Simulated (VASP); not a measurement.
# Cl2: single point with PBEsol

Molecule: Cl2, in a box.

```xyz
2
Lattice="12.0000 0.0000 0.0000 0.0000 12.3000 0.0000 0.0000 0.0000 12.6000" Properties=species:S:1:pos:R:3 pbc="T T T"
Cl    6.0000    6.1500    5.3054
Cl    6.0000    6.1500    7.2946
```

* Program: VASP 6.6.1
* Task: single point
* Functional: PBEsol
* Potentials or basis: VASP PAW PBE potentials, release 64 (Cl)
* Cutoff: 520 eV
* k mesh: 1 × 1 × 1
* Occupations: fermi-dirac, width 0.01 eV
* Spin: non-collinear spin, zero start, spin-orbit coupling
* Starting moments: [[0.0, 0.0, 0.0], [0.0, 0.0, 0.0]] μB

```
Largest force                                         : 0.172 eV/Å
Net moment                                            : 0.00 μB per cell
Valence electrons inside the program's atomic spheres : Cl 4.98
```

Forces in eV/Å, atoms in the order of the input:
```
Cl   0.000  0.000  0.172
Cl   0.000  0.000 -0.172
```

Moments on the atoms (μB; x, y, z):
```
Cl  0.00 0.00 0.00
Cl  0.00 0.00 0.00
```

Run time: 11 min on 1 thread of Intel(R) Xeon(R) Platinum 8375C CPU @ 2.90GHz (Ice Lake), on a shared host, peak memory 4 GiB.

Caveat: the PAW data sets were made with another functional, which shifts forces and pressure a little.
